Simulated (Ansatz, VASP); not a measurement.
# CoSn2 in VASP and in Ansatz

The input INCAR:

```
  ALGO = Fast
  EDIFF = 1E-7
  EDIFFG = -0.01
  ENCUT = 600
  GGA = PS
  IBRION = 2
  ISIF = 3
  ISMEAR = 0
  LASPH = True
  LCHARG = False
  LREAL = False
  LWAVE = False
  NELM = 80
  NSW = 80
  PREC = Accurate
  SIGMA = 0.1
```

Contents of KPOINTS:

```
k-points
0
Gamma
  4 4 4
```

Contents of POSCAR:

```
CoSn2
1.0
   -3.1825000000      3.1825000000      2.7285000000
    3.1825000000     -3.1825000000      2.7285000000
    3.1825000000      3.1825000000     -2.7285000000
Co Sn
2 4
Direct
    0.2500000000      0.2500000000      0.0000000000
    0.7500000000      0.7500000000      0.0000000000
    0.6580000000      0.1580000000      0.8160000000
    0.1580000000      0.3420000000      0.5000000000
    0.3420000000      0.8420000000      0.1840000000
    0.8420000000      0.6580000000      0.5000000000
```

Input for Ansatz:

```yaml
crystal:
  lattice:
    - [-3.1825, 3.1825, 2.7285]
    - [3.1825, -3.1825, 2.7285]
    - [3.1825, 3.1825, -2.7285]
  atoms:
    - { symbol: Co, position: [0.25, 0.25, 0.0] }
    - { symbol: Co, position: [0.75, 0.75, 0.0] }
    - { symbol: Sn, position: [0.658, 0.158, 0.816] }
    - { symbol: Sn, position: [0.158, 0.342, 0.5] }
    - { symbol: Sn, position: [0.342, 0.842, 0.184] }
    - { symbol: Sn, position: [0.842, 0.658, 0.5] }
basis:
  ecutwfc: 420
kpoints:
  mp_grid: { grid: [4, 4, 4] }
hamiltonian:
  xc: pbesol
scf:
  occupations: { method: gaussian, width: 0.1 }
output:
  forces: true
  stress: true
  eigenvalues: true
relax:
  adjacent_minimum: "off"
  f_tol: 0.01
  max_steps: 60
  cell: { stress_tol: 0.05 }
```

Alike in both runs: task relaxation of cell and atoms; functional PBEsol; k mesh 4 × 4 × 4; occupations gaussian, width 0.1 eV; no spin polarisation.

|  | VASP | Ansatz |
| --- | --- | --- |
| version | VASP 6.6.1 | Ansatz 0.2.0 |
| potentials or method | VASP PAW PBE potentials, release 64 (Co, Sn_d), cutoff 600 eV | scalar-relativistic, plane waves, PAW |
| valence electrons in the cell | 74 | 90 |

```tsv
	VASP	Ansatz	Ansatz less VASP
gap on the k mesh at the Fermi level, each at its own relaxed structure (eV)	none	none	-
relaxed volume (Å³/atom)	17.76	17.77	+0.009
relaxed cell length with the largest relative difference (Å)	5.199	5.200	+0.0011
```

VASP's potentials were made for PBE, not for PBEsol. A gap of «none» marks a metal or a gap that the smearing closes. VASP's potentials hold 74 valence electrons a cell and Ansatz's 90, so a difference there can come from the potentials and not from the codes.

The k mesh is coarse, so the values compare programs but aren't converged.
